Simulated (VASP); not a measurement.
# ZnAu (P4mm) in VASP: a series of runs, part 2 of 3

VASP 6.6.1. The steps go on from the part before.

## 3. Single point, PBE (one atom moved)

Contents of INCAR:

```
SYSTEM = ZnAu
PREC = Accurate
ENCUT = 520
EDIFF = 1E-7
ISMEAR = 0
SIGMA = 0.1
LREAL = .False.
LASPH = .True.
NELM = 100
ALGO = Fast
ISIF = 2
LWAVE = .False.
LCHARG = .False.
GGA = PE
NBANDS = 18
```

Contents of KPOINTS:

```
Automatic mesh
0
Gamma
  12 12 12
  0 0 0
```

Contents of POSCAR:

```
ZnAu
1.0
    3.1470000000      0.0000000000      0.0000000000
    0.0000000000      3.1470000000      0.0000000000
    0.0000000000      0.0000000000      3.1470000000
Zn Au
1 1
Direct
    0.5000000000      0.5000000000      0.5476644423
    0.0000000000      0.0000000000      0.0000000000
```

Potentials or basis: VASP PAW PBE potentials, release 64 (Zn, Au).

On the command line:

```sh
$ cat potpaw_PBE.64/Zn/POTCAR potpaw_PBE.64/Au/POTCAR > POTCAR
$ mpirun -np 1 vasp_std > vasp.out
```

OUTCAR:

```text
SYSTEM = ZnAu
   PREC = Accurate
   ENCUT = 520
   EDIFF = 1E-7
   ISMEAR = 0
   LREAL = .False.
   LASPH = .True.
   NELM = 100
   ISIF = 2
   GGA = PE

 ion  position               nearest neighbor table
   1  0.500  0.500  0.548-   2 2.64   2 2.64   2 2.64   2 2.64   2 2.81   2 2.81   2 2.81   2 2.81

   2  0.000  0.000  0.000-   1 2.64   1 2.64   1 2.64   1 2.64   1 2.81   1 2.81   1 2.81   1 2.81

  LATTYP: Found a simple cubic cell.
 ALAT       =     3.1470000000

  Lattice vectors:

 A1 = (   3.1470000000,   0.0000000000,   0.0000000000)
 A2 = (   0.0000000000,   3.1470000000,   0.0000000000)
 A3 = (   0.0000000000,   0.0000000000,   3.1470000000)

Analysis of symmetry for initial positions (statically):
=====================================================================
 Subroutine PRICEL returns:
 Original cell was already a primitive cell.

 Routine SETGRP: Setting up the symmetry group for a
 simple cubic supercell.

 Subroutine GETGRP returns: Found  8 space group operations
 (whereof  8 operations were pure point group operations)
 out of a pool of 48 trial point group operations.

The static configuration has the point symmetry C_4v.

Analysis of symmetry for dynamics (positions and initial velocities):
=====================================================================
 Subroutine PRICEL returns:
 Original cell was already a primitive cell.

 Routine SETGRP: Setting up the symmetry group for a
 simple cubic supercell.

 Subroutine GETGRP returns: Found  8 space group operations
 (whereof  8 operations were pure point group operations)
 out of a pool of 48 trial point group operations.

The dynamic configuration has the point symmetry C_4v.

 Subroutine INISYM returns: Found  8 space group operations
 (whereof  8 operations are pure point group operations),
 and found     1 'primitive' translations

----------------------------------------------------------------------------------------
[... 106 lines left out ...]
   EMIN   =  10.00;   EMAX   =-10.00  energy-range for DOS
   EFERMI =   0.00;   METHOD = LEGACY
   ISMEAR =     0;   SIGMA  =   0.10  broadening in eV -4-tet -1-fermi 0-gaus
   EFERMI_NEDOS =   21; number of points for ismear=-14 and -15
   IALGO  =     68    algorithm
   IMIX   =      4    mixing-type and parameters
     AMIX     =   0.40;   BMIX     =  1.00
     AMIX_MAG =   1.60;   BMIX_MAG =  1.00
  volume/ion in A,a.u.               =      15.58       105.16
  Fermi-wavevector in a.u.,A,eV,Ry     =   1.479406  2.795672 29.778283  2.188642
  Thomas-Fermi vector in A             =   2.593568
   LORBIT       =      0    0 simple, 1 ext, 2 COOP (PROOUT), +10 PAW based schemes
   GGA     = PE    functional components
   LHFCALC =     F    Hartree Fock is set to
   AEXX    =    0.0000 exact exchange contribution
   IVDW    =     0    specifies the selected vdW correction
   LEPSILON=     F    determine dielectric tensor
   LRPA    =     F    only Hartree local field effects (RPA)
 non-spin polarized calculation
 RMM-DIIS sequential band-by-band and
 Gauss-broadening in eV      SIGMA  =   0.10
  energy-cutoff  :      520.00
  volume of cell :       31.17
 maximum number of plane-waves:       860
 NGX is ok and might be reduce to    24
   NGX = 11   NGY = 11   NGZ = 11

 number of electron      23.0000000 magnetization

 Free energy of the ion-electron system (eV)
  ---------------------------------------------------
  ext. energy  EPLUGINS =         0.00000000
  ---------------------------------------------------
  free energy    TOTEN  =        -4.69178789 eV

  energy without entropy =       -4.68963562  energy(sigma->0) =       -4.69071175

 E-fermi :   7.1661     XC(G=0): -12.3721

 val. band max:        7.1612400737   @ k =   0.5000   0.4167   0.2500
 cond. band min:       7.1838721956   @ k =   0.0000   0.3333   0.2500
 fundamental gap:      0.0226321219
 Fermi energy:         7.1661482882

 k-point     1 :       0.0000    0.0000    0.0000
  band No.  band energies     occupation
      1      -3.5269      2.00000
      2      -1.0621      2.00000
      3      -1.0206      2.00000
      4      -0.3667      2.00000
      5      -0.3379      2.00000
      6      -0.3379      2.00000
[... 481 lines left out ...]
      5      -0.3182      2.00000
      6      -0.2545      2.00000
[... 10 lines left out ...]
     17      20.2514      0.00000
     18      21.8418      0.00000

 [... further k-points ...]
[... 5 lines left out ...]
  --------------------------------------------------------------------------------------
  -------------------------------------------------------------------------------------
  Total        1.2680399      1.2680399      1.0565848      0.0000000     -0.0000000      0.0000000
  in kB       65.1858421     65.1858421     54.3156153      0.0000000     -0.0000000      0.0000000
  external PRESSURE =      61.5624332 kB  Pullay stress =       0.0000000 kB

 VOLUME and BASIS-vectors are now :
 -----------------------------------------------------------------------------
  energy-cutoff  :      520.00
  volume of cell :       31.17
      direct lattice vectors                 reciprocal lattice vectors
     3.147000000  0.000000000  0.000000000     0.317762949  0.000000000  0.000000000
     0.000000000  3.147000000  0.000000000     0.000000000  0.317762949  0.000000000
     0.000000000  0.000000000  3.147000000     0.000000000  0.000000000  0.317762949

 POSITION                                       TOTAL-FORCE (eV/Angst)
 -----------------------------------------------------------------------------------
      1.57350      1.57350      1.72350         0.000000     -0.000000     -0.572916
      0.00000      0.00000      0.00000        -0.000000      0.000000      0.572916
 -----------------------------------------------------------------------------------
    total drift:                                0.000000      0.000000      0.000198

  FREE ENERGIE OF THE ION-ELECTRON SYSTEM (eV)
  ---------------------------------------------------
  free  energy   TOTEN  =        -4.6917878931 eV

  energy  without entropy=       -4.6896356151  energy(sigma->0) =       -4.69071175
```

OSZICAR:

```text
N       E                     dE             d eps       ncg     rms          rms(c)
DAV:   1     0.133656611388E+03    0.13366E+03   -0.11402E+04  7216   0.166E+03
DAV:   2     0.477119909589E+00   -0.13318E+03   -0.12693E+03  7138   0.319E+02
DAV:   3    -0.509847806875E+01   -0.55756E+01   -0.55309E+01  7842   0.702E+01
DAV:   4    -0.514757537263E+01   -0.49097E-01   -0.49081E-01  7664   0.581E+00
DAV:   5    -0.514810852754E+01   -0.53315E-03   -0.53315E-03  7576   0.653E-01    0.867E+00
RMM:   6    -0.472565016392E+01    0.42246E+00   -0.86915E-01  7258   0.815E+00    0.552E+00
RMM:   7    -0.469933948501E+01    0.26311E-01   -0.47178E-02  7893   0.189E+00    0.284E+00
RMM:   8    -0.469192291792E+01    0.74166E-02   -0.74839E-03  7829   0.844E-01    0.953E-02
RMM:   9    -0.469179537358E+01    0.12754E-03   -0.17652E-03  8248   0.377E-01    0.127E-01
RMM:  10    -0.469180904347E+01   -0.13670E-04   -0.25771E-04  8985   0.138E-01    0.805E-02
RMM:  11    -0.469179381436E+01    0.15229E-04   -0.63901E-05  8636   0.640E-02    0.406E-02
RMM:  12    -0.469178941941E+01    0.43949E-05   -0.53462E-05  8158   0.769E-02    0.172E-02
RMM:  13    -0.469178790744E+01    0.15120E-05   -0.11565E-05  8419   0.400E-02    0.392E-03
RMM:  14    -0.469178793760E+01   -0.30154E-07   -0.23674E-06  9001   0.109E-02    0.208E-03
RMM:  15    -0.469178789308E+01    0.44519E-07   -0.25993E-07  5005   0.339E-03
   1 F= -.46917879E+01 E0= -.46907118E+01  d E =-.215228E-02
```

stdout:

```text
POSCAR found type information on POSCAR ZnAu
 POSCAR found :  2 types and       2 ions
 scaLAPACK will be used
 LDA part: xc-table for (Slater+PW92), standard interpolation
 POSCAR, INCAR and KPOINTS ok, starting setup
 FFT: planning ... GRIDC
 FFT: planning ... GRID_SOFT
 FFT: planning ... GRID
 WAVECAR not read
 entering main loop
WARNING in EDDRMM: call to ZHEGV failed, returncode =   8  4     16
WARNING in EDDRMM: call to ZHEGV failed, returncode =   6  3     18
WARNING in EDDRMM: call to ZHEGV failed, returncode =   8  4     18
 num prob WARNING in EDDRMM: call to ZHEGV failed, returncode =   8  4     18
 num prob  num prob  num prob  num prob  num prob WARNING in EDDRMM: call to ZHEGV failed, returncode =   8  4     18
 num prob  num prob RMM:  15    -0.469178789308E+01    0.44519E-07   -0.25993E-07  5005   0.339E-03
```

Wall time 56 s (1 thread of Oxide Virtual Turin-like, shared host); peak memory 0.19 GiB.

What came out:

* Free energy: -4.6918 eV
* Pressure: 6.2 GPa
* Largest force: 0.573 eV/Å
* Band gap on the k mesh: zero (an odd number of electrons rules out a gap without spin polarisation)

Forces in eV/Å, atoms in the order of the input:
```
Zn   0.000  0.000 -0.573
Au   0.000  0.000  0.573
```

Stress tensor (GPa, compression positive):
```
6.52 0.00 0.00
0.00 6.52 0.00
0.00 0.00 5.43
```

Levels at points of the mesh, in eV from the Fermi level:
| k point | band 9 | band 10 | band 11 | band 12 | band 13 | band 14 | band 15 | band 16 |
| --- | --- | --- | --- | --- | --- | --- | --- | --- |
| (0.00, 0.00, 0.00) | -3.84 | -3.84 | -3.82 | 4.94 | 4.94 | 5.06 | 8.74 | 11.96 |
| (0.50, 0.00, 0.00) | -4.99 | -4.90 | -3.96 | -2.47 | 9.88 | 10.89 | 10.90 | 11.09 |
| (0.00, 0.00, 0.50) | -5.00 | -5.00 | -3.97 | -2.43 | 10.37 | 10.57 | 10.57 | 11.26 |
| (0.50, 0.50, 0.00) | -4.22 | -3.25 | -2.03 | -2.03 | 0.77 | 2.44 | 10.47 | 12.69 |
| (0.00, 0.50, 0.50) | -4.16 | -3.25 | -2.06 | -2.02 | 0.77 | 2.42 | 10.39 | 12.63 |
| (0.50, 0.50, 0.50) | -3.20 | -3.20 | 1.36 | 3.53 | 3.54 | 3.54 | 3.71 | 5.87 |

Caveat: the cell differs from its parent crystal (one atom moved); the cell stands under pressure; spin-orbit coupling is left out, which moves the levels of the heavy elements.

## 4. Single point, PBE (one atom moved)

Contents of INCAR:

```
SYSTEM = ZnAu
ALGO     = Normal         ! electronic algorithm
EDIFF    = 1E-6           ! SCF threshold, eV
ENCUT    = 520            ! plane-wave cutoff, eV
GGA      = PE             ! functional
ISIF     = 2              ! what is computed and relaxed
ISMEAR   = 0              ! smearing method
LASPH    = .TRUE.         ! aspherical terms in the spheres
LCHARG   = .FALSE.        ! write CHGCAR
LREAL    = .FALSE.        ! projectors in reciprocal space
LWAVE    = .FALSE.        ! write WAVECAR
NBANDS   = 18             ! bands
NELM     = 60             ! most SCF steps
PREC     = Accurate       ! precision mode
SIGMA    = 0.1            ! smearing width, eV
```

Contents of KPOINTS:

```
k-points
0
G
  12 12 12
  0 0 0
```

Edit POSCAR of step 3 so:

```diff
@@ -8,3 +8,3 @@
 Direct
-    0.5000000000      0.5000000000      0.5476644423
+    0.5000000000      0.5000000000      0.5714966635
     0.0000000000      0.0000000000      0.0000000000
```

On the command line:

```sh
$ cat potpaw_PBE.64/Zn/POTCAR potpaw_PBE.64/Au/POTCAR > POTCAR
$ mpirun -np 1 vasp_std > vasp.out
```

Run time: 44 s. Hardware: 1 thread of Oxide Virtual Turin-like, shared host; peak memory 0.2 GiB.

The run converged. Its results:

| Quantity | Value |
| --- | --- |
| Free energy | -4.6381 eV |
| Pressure | 7.6 GPa |
| Largest force | 0.860 eV/Å |
| Band gap on the k mesh | zero (an odd number of electrons rules out a gap without spin polarisation) |

Forces on the atoms (eV/Å):
```
Zn   0.000  0.000 -0.860
Au   0.000  0.000  0.860
```

Stress tensor (GPa, compression positive):
```
8.39 0.00 0.00
0.00 8.39 0.00
0.00 0.00 5.97
```

Levels at points of the mesh, in eV from the Fermi level:
| k point | band 8 | band 9 | band 10 | band 11 | band 12 | band 13 | band 14 | band 15 | band 16 | band 17 |
| --- | --- | --- | --- | --- | --- | --- | --- | --- | --- | --- |
| (0.00, 0.00, 0.00) | -5.48 | -3.87 | -3.87 | -3.82 | 4.95 | 4.95 | 5.21 | 8.68 | 11.85 | 12.09 |
| (0.50, 0.00, 0.00) | -5.62 | -4.99 | -4.81 | -3.93 | -2.49 | 9.49 | 10.72 | 10.87 | 11.11 | 11.20 |
| (0.00, 0.00, 0.50) | -5.42 | -5.01 | -5.01 | -3.97 | -2.41 | 10.31 | 10.31 | 10.39 | 11.18 | 11.94 |
| (0.50, 0.50, 0.00) | -4.28 | -4.28 | -3.27 | -2.00 | -2.00 | 0.77 | 2.45 | 10.64 | 12.78 | 12.78 |
| (0.00, 0.50, 0.50) | -4.21 | -4.15 | -3.26 | -2.09 | -1.98 | 0.77 | 2.42 | 10.46 | 12.66 | 12.69 |
| (0.50, 0.50, 0.50) | -6.51 | -3.23 | -3.21 | 1.39 | 3.38 | 3.38 | 3.54 | 3.73 | 5.92 | 6.17 |

Caveat: the cell differs from its parent crystal (one atom moved); the cell stands under pressure; spin-orbit coupling is left out, which moves the levels of the heavy elements.

(Continued in part 3 of 3.)

The gap in the log of VASP goes by the Fermi energy; the results here count the filled bands.